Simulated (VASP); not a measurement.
A run of VASP 6.6.1 is set up as follows.

INCAR

```
  PREC = Accurate
  ENCUT = 520
  EDIFF = 1E-8
  ISMEAR = -1
  SIGMA = 0.05
  LREAL = False
  LASPH = True
  NELM = 60
  ALGO = Normal
  ISIF = 2
  LWAVE = False
  LCHARG = False
  GGA = PS
  LEFG = True
  NBANDS = 16
```

File KPOINTS:

```
Automatic mesh
0
Gamma
  16 16 13
```

Contents of POSCAR:

```
AgB2
1.0
    2.9700016241      0.0000000000      0.0000000000
   -1.4850008121      2.5720968558      0.0000000000
    0.0000000000      0.0000000000      3.2400000000
Ag B
1 2
Direct
    0.0000000000      0.0000000000      0.0000000000
    0.3333333333      0.6666666667      0.5000000000
    0.6666666667      0.3333333333      0.5000000000
```

Potentials or basis: VASP PAW PBE potentials, release 64 (Ag, B).

Command:

```console
$ cat potpaw_PBE.64/Ag/POTCAR potpaw_PBE.64/B/POTCAR > POTCAR
$ mpirun -np 1 vasp_std > vasp.out
```

Problem. Estimate the pressure.

Solution. 54.8 GPa.

Electric field gradients, principal values (V/Å²):
```tsv
atom	least	middle	greatest (by size)
1 Ag	37.834	37.836	-75.670
2 B	-15.169	-15.169	30.338
3 B	-15.169	-15.169	30.338
```

Caveat: the cell differs from its parent crystal (equal xx and yy strain of -1 %); without QUAD_EFG the Cq values of the log hold for a quadrupole moment of 1 mb, not for the nuclei; the PAW data sets were made with another functional, which shifts forces and pressure a little.
